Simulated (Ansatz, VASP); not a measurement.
# One calculation of MnO2, two programs

```
Mn O
1.0
     2.85658    0.00000    0.00000
    -1.42829    2.47387    0.00000
     0.00000    0.00000    4.60137
Mn O
1 2
Direct
  0.00000 0.00000 0.50000
  0.66667 0.33333 0.29371
  0.33333 0.66667 0.70629
```

Alike in both runs: task single point; functional LDA; k mesh 10 × 10 × 6; occupations fermi-dirac, width 0.03 eV; collinear spin.

|  | VASP | Ansatz |
| --- | --- | --- |
| version | VASP 6.6.1 | Ansatz 0.2.0 |
| potentials or method | VASP PAW LDA potentials, release 64 (Mn_pv, O) | PAW with Ansatz's default frozen-core files, scalar-relativistic |
| plane-wave cutoff (eV) | 520 | 420 |
| valence electrons in the cell | 25 | 27 |

|  | VASP | Ansatz | Ansatz less VASP |
| --- | --- | --- | --- |
| pressure (GPa) | -7.9 | -8.8 | -0.96 |
| traceless stress, the component that is largest in VASP (GPa) | 2.16 | 2.55 | +0.390 |
| rms of the force components (eV/Å) | 0.215 | 0.260 | +0.0457 |
| net moment per atom (μB) | 1.00 | 1.00 | 0.000 |
| size of the moment on the site where the two differ most (μB) | 2.78 | 2.47 | -0.313 |

LDA's correlation is that of Perdew and Zunger in VASP and of Perdew and Wang (1992) in Ansatz. Site moments also hang on the region over which each program counts them. Atom by atom the forces differ by 0.046 eV/Å (rms over components). VASP's potentials hold 25 valence electrons a cell and Ansatz's 27, so a difference there can come from the potentials and not from the codes.
